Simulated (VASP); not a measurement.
Wanted: the native input for a VASP 6.6.1 run.

```yaml
Task: single point
Functional: LDA
Potentials_or_basis: VASP PAW LDA potentials, release 64 (K_sv, F)
Cutoff: 520 eV
k_mesh: 8 × 8 × 8
Occupations: gaussian, width 0.05 eV
Spin: no spin polarisation
Dipole_correction: no
Further_INCAR_settings: ALGO = Normal; EDIFF = 1e-06; NBANDS = 15
```

The structure of KF lies in POSCAR:

```
KF
1.0
    0.0000000000      2.5817196783      2.2912762145
    2.5365395839      0.0000000000      2.2912762145
    2.5365395839      2.5817196783      0.0000000000
K F
1 1
Direct
    0.0000000000      0.0000000000      0.0000000000
    0.5000000000      0.5000000000      0.5000000000
```

This cell differs from its parent crystal: normal strain along x -0.0175, normal strain along z -0.1125.

The input as run:

INCAR

```
SYSTEM = KF
PREC = Accurate
ENCUT = 520
EDIFF = 1E-6
ISMEAR = 0
SIGMA = 0.05
LREAL = .False.
LASPH = .True.
NELM = 60
ALGO = Normal
ISIF = 2
LWAVE = .False.
LCHARG = .False.
GGA = CA
NBANDS = 15
```

KPOINTS

```
Automatic mesh
0
Gamma
  8 8 8
  0 0 0
```

Potentials or basis: VASP PAW LDA potentials, release 64 (K_sv, F).

Launch:

```sh
$ cat potpaw_LDA.64/K_sv/POTCAR potpaw_LDA.64/F/POTCAR > POTCAR
$ mpirun -np 1 vasp_std > vasp.out
```

Results of the run:

```
Pressure               : 11.6 GPa
Band gap on the k mesh : 6.51 eV (least direct gap 6.63 eV)
```

Caveat: the cell differs from its parent crystal (normal strain along x -0.0175, normal strain along z -0.1125); the stress differs along the axes, from 3 to 26 GPa.

Run time: 92 s on 1 thread of Intel Xeon 8259CL, on a shared host, peak memory 0.17 GiB.
